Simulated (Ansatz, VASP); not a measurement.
# One calculation of Ta2N, two programs

File INCAR:

```
SYSTEM = Ta2N
PREC = Accurate ; ENCUT = 520
EDIFF = 1E-7 ; ISMEAR = 1
SIGMA = 0.1 ; LREAL = .False.
LASPH = .True. ; NELM = 60
ALGO = Normal ; ISIF = 2
LWAVE = .False. ; LCHARG = .False.
GGA = PE ; NBANDS = 20
```

The input KPOINTS:

```
Automatic mesh
0
Gamma
  12 12 7
  0 0 0
```

File POSCAR:

```
Ta2N
1.0
    3.1128620000      0.0000000000      0.0000000000
   -1.5564310000      2.6958170000      0.0000000000
    0.0000000000      0.0000000000      4.8698410000
Ta N
2 1
Direct
    0.6666666667      0.3333333333      0.7452890000
    0.3333333333      0.6666666667      0.2547110000
   -0.0160623889      0.0000000000      0.0000000000
```

Input for Ansatz:

```yaml
crystal:
  lattice:
    - [3.112862, 0.0, 0.0]
    - [-1.556431, 2.695817, 0.0]
    - [0.0, 0.0, 4.869841]
  atoms:
    - { symbol: Ta, position: [0.6666666666666666, 0.3333333333333333, 0.745289] }
    - { symbol: Ta, position: [0.3333333333333333, 0.6666666666666666, 0.254711] }
    - { symbol: "N", position: [-0.01606238888842487, 0.0, 0.0] }
basis:
  ecutwfc: 557.833418042754
kpoints:
  mp_grid:
    grid: [12, 12, 7]
hamiltonian:
  xc: pbe
scf:
  occupations:
    method: cold
output:
  forces: true
```

Alike in both runs: task single point; functional PBE; k mesh 12 × 12 × 7; no spin polarisation.

```csv
,VASP,Ansatz
version,VASP 6.6.1,Ansatz 0.2.0
potentials or method,"VASP PAW PBE potentials, release 64 (Ta_pv, N), cutoff 520 eV","plane waves, PAW"
occupations,"methfessel-paxton of order 1, width 0.1 eV",cold
valence electrons in the cell,27,31
```

```csv
,VASP,Ansatz,Ansatz less VASP
rms of the force components (eV/Å),0.258,0.258,+0.0006
```

Atom by atom the forces differ by 0.021 eV/Å (rms over components). VASP's potentials hold 27 valence electrons a cell and Ansatz's 31, so a difference there can come from the potentials and not from the codes.

Spin-orbit coupling is off throughout.
